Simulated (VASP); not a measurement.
# Na15Cl16 (a cell with a defect) in VASP: further runs

Na15Cl16 (a cell with a defect) is run at these levels: PBE; tasks: single point.

Program: VASP 6.6.1. These are calculated values, not measurements. Logs are shortened: lines on timing, memory, paths and dates and some standing lists are left out, and cuts for length are marked.

## Step 1: The cell of the first run

The cell holds a defect, 31 atoms: a = 9.863 Å, b = 9.863 Å, c = 9.863 Å, α = 109.47°, β = 109.47°, γ = 109.47°.

## Step 2: Single point, PBE

Contents of INCAR:

```
PREC     = Accurate       # precision mode
ENCUT    = 520            # plane-wave cutoff, eV
EDIFF    = 1E-6           # SCF threshold, eV
ISMEAR   = 0              # smearing method
SIGMA    = 0.02           # smearing width, eV
LREAL    = Auto         
LASPH    = True           # aspherical terms in the spheres
NELM     = 100            # most SCF steps
ALGO     = Normal         # electronic algorithm
ISIF     = 2              # what is computed and relaxed
LWAVE    = False          # write WAVECAR
LCHARG   = False          # write CHGCAR
GGA      = PE             # functional
NELECT   = 218.0        
NBANDS   = 130            # bands
```

Contents of KPOINTS:

```
Automatic mesh
0
Gamma
  2 2 2
  0.5 0.5 0.5
```

Contents of POSCAR:

```
Na15Cl16
1.0
   -5.6941867572     -5.6941867572      5.6941867572
    5.6941867572     -5.6941867572     -5.6941867572
    5.6941867572      5.6941867572      5.6941867572
Na Cl
15 16
Direct
    0.2463551091      0.7499999881      0.0036449454
    0.5072897366      0.5036448789      0.0036448576
    0.2463551091      0.5036448789      0.2500000546
    0.0000000000      0.5036448789      0.4963551637
    0.7536448457      0.7499999881      0.4963550759
    0.4999999335      0.7499999881      0.7499999881
    0.0000000000     -0.0036448576      0.0036448576
    0.7536448457      0.2572897698      0.0036448576
    0.4999999335      0.2499999668      0.2499999668
    0.2463551091      0.2427102515      0.4963550759
    0.0000000000      0.2500000546      0.7499999881
    0.7536448457      0.5036448789      0.7572897911
    0.7536448457     -0.0036449454      0.2499999668
    0.4927102183     -0.0036448576      0.4963550759
    0.2463551091     -0.0036448576      0.7427101850
    0.2607956260      0.7499999881      0.5107956806
    0.0000000000      0.7499999881      0.7499999881
    0.4999999335      0.4999999335      0.4999999335
    0.2499999668      0.5000000213      0.7499999881
    0.0000000000      0.4892042743     -0.0107956593
    0.7392043288      0.7499999881     -0.0107956593
    0.5000000213      0.7499999881      0.2499999668
    0.0000000000      0.0107957471      0.5107956806
    0.7499999881      0.2499999668      0.5000000213
    0.5000000213      0.2499999668      0.7499999881
    0.2499999668      0.2499999668      0.0000000000
    0.0000000000      0.2499999668      0.2499999668
    0.7392043288      0.4892043621      0.2499999668
    0.7499999881      0.0000000000      0.7499999881
    0.4999999335      0.0000000000      0.0000000000
    0.2607956260      0.0107956593      0.2499999668
```

Potentials or basis: VASP PAW PBE potentials, release 64 (Na_pv, Cl).

Launch:

```bash
cat potpaw_PBE.64/Na_pv/POTCAR potpaw_PBE.64/Cl/POTCAR > POTCAR
mpirun -np 1 vasp_std > vasp.out
```

OUTCAR:

```text
PREC = Accurate
   ENCUT = 520
   EDIFF = 1E-6
   ISMEAR = 0
   LREAL = Auto
   LASPH = True
   NELM = 100
   ISIF = 2
   GGA = PE
   NELECT = 218.0

 ion  position               nearest neighbor table
   1  0.246  0.750  0.004-
   2  0.507  0.504  0.004-
   3  0.246  0.504  0.250-
   4  0.000  0.504  0.496-
   5  0.754  0.750  0.496-
   6  0.500  0.750  0.750-  16 2.72  21 2.72
   7  0.000  0.996  0.004-
   8  0.754  0.257  0.004-
   9  0.500  0.250  0.250-  31 2.72  28 2.72
  10  0.246  0.243  0.496-
  11  0.000  0.250  0.750-  20 2.72  23 2.72
  12  0.754  0.504  0.757-
  13  0.754  0.996  0.250-
  14  0.493  0.996  0.496-
  15  0.246  0.996  0.743-
  16  0.261  0.750  0.511-   6 2.72
  17  0.000  0.750  0.750-
  18  0.500  0.500  0.500-
  19  0.250  0.500  0.750-
  20  0.000  0.489  0.989-  11 2.72
  21  0.739  0.750  0.989-   6 2.72
  22  0.500  0.750  0.250-
  23  0.000  0.011  0.511-  11 2.72
  24  0.750  0.250  0.500-
  25  0.500  0.250  0.750-
  26  0.250  0.250  0.000-
  27  0.000  0.250  0.250-
  28  0.739  0.489  0.250-   9 2.72
  29  0.750  0.000  0.750-
  30  0.500  0.000  0.000-
  31  0.261  0.011  0.250-   9 2.72

  LATTYP: Found a body centered cubic cell.
 ALAT       =    11.3883735144

  Lattice vectors:

 A1 = (  -5.6941867572,  -5.6941867572,   5.6941867572)
 A2 = (   5.6941867572,  -5.6941867572,  -5.6941867572)
 A3 = (   5.6941867572,   5.6941867572,   5.6941867572)

Analysis of symmetry for initial positions (statically):
=====================================================================
 Subroutine PRICEL returns:
 Original cell was already a primitive cell.

 Routine SETGRP: Setting up the symmetry group for a
 body centered cubic supercell.

 Subroutine GETGRP returns: Found 48 space group operations
 (whereof  4 operations were pure point group operations)
 out of a pool of 48 trial point group operations.

The static configuration has the point symmetry C_2v.
 The point group associated with its full space group is O_h .

Analysis of symmetry for dynamics (positions and initial velocities):
=====================================================================
 Subroutine PRICEL returns:
 Original cell was already a primitive cell.

 Routine SETGRP: Setting up the symmetry group for a
 body centered cubic supercell.

 Subroutine GETGRP returns: Found 48 space group operations
 (whereof  4 operations were pure point group operations)
 out of a pool of 48 trial point group operations.

The dynamic configuration has the point symmetry C_2v.
 The point group associated with its full space group is O_h .

 Subroutine INISYM returns: Found 48 space group operations
 (whereof  4 operations are pure point group operations),
 and found     1 'primitive' translations

----------------------------------------------------------------------------------------

                                     Primitive cell

  volume of cell :     738.5078

  direct lattice vectors                    reciprocal lattice vectors
    -5.694186757 -5.694186757  5.694186757     0.000000000 -0.087808852  0.087808852
     5.694186757 -5.694186757 -5.694186757     0.087808852 -0.087808852  0.000000000
     5.694186757  5.694186757  5.694186757     0.087808852  0.000000000  0.087808852

  length of vectors
     9.862620771  9.862620771  9.862620771     0.124180469  0.124180469  0.124180469

  position of ions in fractional coordinates (direct lattice)
     0.246355109  0.749999988  0.003644945
     0.507289737  0.503644879  0.003644858
     0.246355109  0.503644879  0.250000055
     0.000000000  0.503644879  0.496355164
     0.753644846  0.749999988  0.496355076
     0.499999933  0.749999988  0.749999988
[... 23 lines left out ...]
     0.499999933  0.000000000  0.000000000
     0.260795626  0.010795659  0.249999967

  ion indices of the primitive-cell ions
   primitive index   ion index
                 1           1
                 2           2
                 3           3
                 4           4
                 5           5
                 6           6
[... 23 lines left out ...]
                30          30
                31          31

----------------------------------------------------------------------------------------

 KPOINTS: Automatic mesh

Automatic generation of k-mesh.
 Grid dimensions read from file:
 generate k-points for:    2    2    2

 Generating k-lattice:

  Cartesian coordinates                     Fractional coordinates (reciprocal lattice)
     0.000000000 -0.043904426  0.043904426     0.500000000  0.000000000  0.000000000
     0.043904426 -0.043904426  0.000000000     0.000000000  0.500000000  0.000000000
     0.043904426  0.000000000  0.043904426     0.000000000  0.000000000  0.500000000

  Length of vectors
     0.062090234  0.062090234  0.062090234

  Shift w.r.t. Gamma in fractional coordinates (k-lattice)
     0.500000000  0.500000000  0.500000000

 Subroutine IBZKPT returns following result:
 ===========================================

 Found      2 irreducible k-points:

 Following reciprocal coordinates:
            Coordinates               Weight
  0.250000  0.250000  0.250000      2.000000
 -0.250000  0.250000  0.250000      6.000000
   k-points           NKPTS =      2   k-points in BZ     NKDIM =      2   number of bands    NBANDS=    130
   number of dos      NEDOS =    301   number of ions     NIONS =     31
   total plane-waves  NPLWV = 512000
   dimension x,y,z NGX =    80 NGY =   80 NGZ =   80
   dimension x,y,z NGXF=   160 NGYF=  160 NGZF=  160
   ions per type =              15  16
   NGX,Y,Z   is equivalent  to a cutoff of  13.48, 13.48, 13.48 a.u.
   NGXF,Y,Z  is equivalent  to a cutoff of  26.97, 26.97, 26.97 a.u.
 SYSTEM =  unknown system
   PREC   = accura    normal or accurate (medium, high low for compatibility)
   ISTART =      0    job   : 0-new  1-cont  2-samecut
   ICHARG =      2    charge: 1-file 2-atom 10-const
   ISPIN  =      1    spin polarized calculation?
   LNONCOLLINEAR =      F non collinear calculations
   LSORBIT =      F    spin-orbit coupling
   LASPH  =      T    aspherical Exc in radial PAW
   ENCUT  =  520.0 eV  38.22 Ry    6.18 a.u.  18.34 18.34 18.34*2*pi/ulx,y,z
   NELM   =    100;   NELMIN=  2; NELMDL= -5     # of ELM steps
   EDIFF  = 0.1E-05   stopping-criterion for ELM
   LREAL  =      T    real-space projection
   EDIFFG = 0.1E-04   stopping-criterion for IOM
   NSW    =      0    number of steps for IOM
   IBRION =     -1    ionic relax: 0-MD 1-quasi-New 2-CG
   NFREE  =      0    steps in history (QN), initial steepest desc. (CG)
   ISIF   =      2    stress and relaxation
   ISYM   =      2    0-nonsym 1-usesym 2-fastsym
   POTIM  = 0.5000    time-step for ionic-motion
   TEBEG  =    0.0;   TEEND  =   0.0 temperature during run
   PSTRESS=    0.0 pullay stress
   NELECT =     218.0000    total number of electrons
   NUPDOWN=      -1.0000    fix difference up-down
   EMIN   =  10.00;   EMAX   =-10.00  energy-range for DOS
   EFERMI =   0.00;   METHOD = LEGACY
   ISMEAR =     0;   SIGMA  =   0.02  broadening in eV -4-tet -1-fermi 0-gaus
   EFERMI_NEDOS =   21; number of points for ismear=-14 and -15
   IALGO  =     38    algorithm
   IMIX   =      4    mixing-type and parameters
     AMIX     =   0.40;   BMIX     =  1.00
     AMIX_MAG =   1.60;   BMIX_MAG =  1.00
  volume/ion in A,a.u.               =      23.82       160.76
  Fermi-wavevector in a.u.,A,eV,Ry     =   1.090039  2.059875 16.166233  1.188185
  Thomas-Fermi vector in A             =   2.226255
   LORBIT       =      0    0 simple, 1 ext, 2 COOP (PROOUT), +10 PAW based schemes
   GGA     = PE    functional components
   LHFCALC =     F    Hartree Fock is set to
   AEXX    =    0.0000 exact exchange contribution
   IVDW    =     0    specifies the selected vdW correction
   LEPSILON=     F    determine dielectric tensor
   LRPA    =     F    only Hartree local field effects (RPA)
 non-spin polarized calculation
 Gauss-broadening in eV      SIGMA  =   0.02
  energy-cutoff  :      520.00
  volume of cell :      738.51
 maximum number of plane-waves:     19929
 NGX is ok and might be reduce to    80
   NGX = 37   NGY = 37   NGZ = 37

 number of electron     218.0000011 magnetization

 Free energy of the ion-electron system (eV)
  ---------------------------------------------------
  ext. energy  EPLUGINS =         0.00000000
  ---------------------------------------------------
  free energy    TOTEN  =      -103.28057606 eV

  energy without entropy =     -103.28057606  energy(sigma->0) =     -103.28057606

 E-fermi :  -0.8574     XC(G=0):  -7.9529

 val. band max:       -1.0266889658   @ k =   0.2500   0.2500   0.2500
 cond. band min:       4.6197417301   @ k =  -0.2500   0.2500   0.2500
 fundamental gap:      5.6464306960
 Fermi energy:        -0.8574234716

 k-point     1 :       0.2500    0.2500    0.2500
  band No.  band energies     occupation
      1     -22.0989      2.00000
      2     -22.0979      2.00000
      3     -22.0979      2.00000
      4     -22.0979      2.00000
      5     -22.0877      2.00000
      6     -22.0877      2.00000
[... 113 lines left out ...]
    120       7.0802      0.00000
    121       7.0802      0.00000

 k-point     2 :      -0.2500    0.2500    0.2500
  band No.  band energies     occupation
      1     -22.1030      2.00000
      2     -22.0960      2.00000
      3     -22.0960      2.00000
      4     -22.0914      2.00000
      5     -22.0911      2.00000
      6     -22.0911      2.00000
[... 113 lines left out ...]
    120       6.8099      0.00000
    121       7.1362      0.00000
 [bands above 121 left out]

------------------------ aborting loop because EDIFF is reached ----------------------------------------

  FORCE on cell =-STRESS in cart. coord.  units (eV):
  Direction    XX          YY          ZZ          XY          YZ          ZX
  --------------------------------------------------------------------------------------
  -------------------------------------------------------------------------------------
  Total        5.7509950      5.7509950      5.7509950     -0.0000000      0.0000000     -0.0000000
  in kB       12.4766634     12.4766634     12.4766634     -0.0000000      0.0000000     -0.0000000
  external PRESSURE =      12.4766634 kB  Pullay stress =       0.0000000 kB

 VOLUME and BASIS-vectors are now :
 -----------------------------------------------------------------------------
  energy-cutoff  :      520.00
  volume of cell :      738.51
      direct lattice vectors                 reciprocal lattice vectors
    -5.694186757 -5.694186757  5.694186757     0.000000000 -0.087808852  0.087808852
     5.694186757 -5.694186757 -5.694186757     0.087808852 -0.087808852  0.000000000
     5.694186757  5.694186757  5.694186757     0.087808852  0.000000000  0.087808852

 POSITION                                       TOTAL-FORCE (eV/Angst)
 -----------------------------------------------------------------------------------
      2.88860     -5.65268     -2.84709         0.008225      0.008225     -0.000000
     -0.00000     -5.73570      0.04151         0.000000     -0.008225      0.008225
      2.88860     -2.84709     -0.04151         0.008225     -0.000000     -0.008225
      5.69419     -0.04151     -0.04151         0.000000     -0.008225     -0.008225
      2.80558     -5.73570      2.84709        -0.008225     -0.008225     -0.000000
      5.69419     -2.84709      2.84709         0.000000     -0.000000     -0.000000
[... 23 lines left out ...]
     -2.84709     -2.84709      2.84709         0.000000     -0.000000     -0.000000
      0.00000     -0.12294      2.84709         0.000000      0.015920     -0.000000
 -----------------------------------------------------------------------------------
    total drift:                                0.000634     -0.007495     -0.003636

  FREE ENERGIE OF THE ION-ELECTRON SYSTEM (eV)
  ---------------------------------------------------
  free  energy   TOTEN  =      -103.2805760611 eV

  energy  without entropy=     -103.2805760611  energy(sigma->0) =     -103.28057606
```

It took 5.5 min on 1 thread of Intel Xeon 6975P-C (Granite Rapids), shared host; peak memory 0.98 GiB.

What came out:

```
Free energy   : -103.2806 eV
Largest force : 0.016 eV/Å
```

Forces in eV/Å, atoms in the order of the input:
```
Na   0.008  0.008  0.000
Na   0.000 -0.008  0.008
Na   0.008  0.000 -0.008
Na   0.000 -0.008 -0.008
Na  -0.008 -0.008  0.000
Na   0.000  0.000  0.000
Na   0.000  0.008  0.008
Na   0.008 -0.008  0.000
Na   0.000  0.000  0.000
Na  -0.008  0.008  0.000
Na   0.000  0.000  0.000
Na   0.008  0.000  0.008
Na  -0.008  0.000  0.008
Na   0.000  0.008 -0.008
Na  -0.008  0.000 -0.008
Cl   0.000  0.000 -0.016
Cl   0.000  0.000  0.000
Cl   0.000  0.000  0.000
Cl   0.000  0.000  0.000
Cl   0.016  0.000  0.000
Cl   0.000  0.000  0.016
Cl   0.000  0.000  0.000
Cl  -0.016  0.000  0.000
Cl   0.000  0.000  0.000
Cl   0.000  0.000  0.000
Cl   0.000  0.000  0.000
Cl   0.000  0.000  0.000
Cl   0.000 -0.016  0.000
Cl   0.000  0.000  0.000
Cl   0.000  0.000  0.000
Cl   0.000  0.016  0.000
```

Caveat: the cell carries a net charge on a neutralising background, which shifts energy and pressure; the cell is charged against a uniform background, so pressure and absolute levels hang on convention.

## Step 3: Single point, PBE

Changes to INCAR since step 2:

```diff
@@ -7,3 +7,3 @@
 LASPH    = True           # aspherical terms in the spheres
-NELM     = 100            # most SCF steps
+NELM     = 60             # most SCF steps
 ALGO     = Normal         # electronic algorithm
@@ -11,5 +11,7 @@
 LWAVE    = False          # write WAVECAR
-LCHARG   = False          # write CHGCAR
+LCHARG   = True           # write CHGCAR
 GGA      = PE             # functional
-NELECT   = 218.0        
+LELF     = True           # ELF
+LVHAR    = True         
 NBANDS   = 130            # bands
+NELECT   = 218.0
```

KPOINTS is that of step 2.

Contents of POSCAR:

```
Na15Cl16
1.0
   -5.6941867572     -5.6941867572      5.6941867572
    5.6941867572     -5.6941867572     -5.6941867572
    5.6941867572      5.6941867572      5.6941867572
Na Cl
15 16
Direct
    0.0036449454      0.7500000759      0.2463551969
    0.4963551637      0.5036448789      0.0000000000
    0.2500000546      0.5036448789      0.2463551091
    0.0036448576      0.5036448789      0.5072897366
    0.7499999881      0.7499999881      0.4999999335
    0.4963550759      0.7499999881      0.7536448457
    0.0036448576     -0.0036448576      0.0000000000
    0.7499999881      0.2500000546      0.0000000000
    0.4963550759      0.2427102515      0.2463551091
    0.2499999668      0.2499999668      0.4999999335
    0.0036448576      0.2572897698      0.7536448457
    0.7572897911      0.5036448789      0.7536448457
    0.7427102728     -0.0036448576      0.2463551969
    0.4963551637     -0.0036448576      0.4927103061
    0.2499999668     -0.0036449454      0.7536448457
    0.2499999668      0.7499999881      0.5000000213
   -0.0107957471      0.7499999881      0.7392042410
    0.4999999335      0.4999999335      0.4999999335
    0.2499999668      0.4892041864      0.7392041532
   -0.0107957471      0.4892041864      0.0000000000
    0.7499999881      0.7499999881      0.0000000000
    0.5107957684      0.7499999881      0.2607957138
    0.0000000000      0.0000000000      0.4999999335
    0.7499999881      0.2499999668      0.5000000213
    0.5000000213      0.2499999668      0.7499999881
    0.2499999668      0.2499999668      0.0000000000
    0.0000000000      0.2499999668      0.2499999668
    0.7499999881      0.5000000213      0.2499999668
    0.7499999881      0.0000000000      0.7499999881
    0.5107957684      0.0107958349      0.0000000000
    0.2499999668      0.0107957471      0.2607957138
```

Potentials or basis: VASP PAW PBE potentials, release 64 (Na_pv, Cl).

Launch:

```bash
cat potpaw_PBE.64/Na_pv/POTCAR potpaw_PBE.64/Cl/POTCAR > POTCAR
mpirun -np 1 vasp_std > vasp.out
```

Wall time 6.7 min (1 thread of Intel Xeon 6975P-C (Granite Rapids), shared host); peak memory 0.96 GiB.

The run converged. Its results:

```
Free energy   : -103.2806 eV
Largest force : 0.016 eV/Å
```

Forces in eV/Å, atoms in the order of the input:
```
Na  -0.008 -0.008  0.000
Na   0.008  0.000 -0.008
Na   0.000 -0.008 -0.008
Na   0.008  0.000  0.008
Na   0.000  0.000  0.000
Na   0.008  0.008  0.000
Na  -0.008  0.000  0.008
Na   0.000  0.000  0.000
Na  -0.008  0.008  0.000
Na   0.000  0.000  0.000
Na   0.008 -0.008  0.000
Na   0.000 -0.008  0.008
Na   0.000  0.008 -0.008
Na  -0.008  0.000 -0.008
Na   0.000  0.008  0.008
Cl   0.000  0.000  0.000
Cl   0.000  0.000  0.016
Cl   0.000  0.000  0.000
Cl   0.016  0.000  0.000
Cl   0.000 -0.016  0.000
Cl   0.000  0.000  0.000
Cl   0.000  0.000 -0.016
Cl   0.000  0.000  0.000
Cl   0.000  0.000  0.000
Cl   0.000  0.000  0.000
Cl   0.000  0.000  0.000
Cl   0.000  0.000  0.000
Cl   0.000  0.000  0.000
Cl   0.000  0.000  0.000
Cl   0.000  0.016  0.000
Cl  -0.016  0.000  0.000
```

Levels at points of the mesh, in eV from the Fermi level:
```csv
k point,band 107,band 108,band 109,band 110,band 111,band 112
"(0.25, 0.25, 0.25)",-0.22,-0.17,-0.17,6.26,6.26,6.26
```

Caveat: the cell carries a net charge on a neutralising background, which shifts energy and pressure; the cell is charged against a uniform background, so pressure and absolute levels hang on convention.
